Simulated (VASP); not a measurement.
Write the native input for VASP 6.6.1 that does the following.

```
Task                   : single point
Functional             : LDA
Potentials or basis    : VASP PAW LDA potentials, release 64 (Sn_d)
Cutoff                 : 520 eV
k mesh                 : 8 × 8 × 11
Occupations            : fermi-dirac, width 0.08 eV
Spin                   : no spin polarisation
Dipole correction      : no
Further INCAR settings : ALGO = Normal; EDIFF = 1e-06; NBANDS = 28
```

The structure of Sn lies in POSCAR:

```
Sn
1.0
    4.7347122496      0.0000000000      0.0000000000
   -2.3673561248      4.1003810878      0.0000000000
    0.0000000000      0.0000000000      2.7563979501
Sn
3
Direct
    0.0000000000      0.0000000000      0.0000000000
    0.3333333333      0.6666666667      0.5000000000
    0.6666666667      0.3333333333      0.5000000000
```

This isn't the form of Sn at room conditions, which is tetragonal (white tin).

The input as run:

INCAR

```
SYSTEM = Sn
PREC = Accurate
ENCUT = 520
EDIFF = 1E-6
ISMEAR = -1
SIGMA = 0.08
LREAL = .False.
LASPH = .True.
NELM = 80
ALGO = Normal
ISIF = 2
LWAVE = .False.
LCHARG = .False.
NBANDS = 28
```

KPOINTS

```
Automatic mesh
0
Gamma
  8 8 11
  0 0 0
```

Potentials or basis: VASP PAW LDA potentials, release 64 (Sn_d).

Run with:

```console
$ cat potpaw_LDA.64/Sn_d/POTCAR > POTCAR
$ mpirun -np 1 vasp_std > vasp.out
```

It gave:

| Quantity | Value |
| --- | --- |
| Pressure | 52.3 GPa |
| Band gap on the k mesh | zero (bands 21 and 22 overlap by 6.53 eV) |

Caveat: the cell stands under pressure; spin-orbit coupling is left out, which moves the levels of the heavy elements.

Wall time 71 s on 1 thread of Intel Xeon 8259CL, on a shared host, peak memory 0.2 GiB.
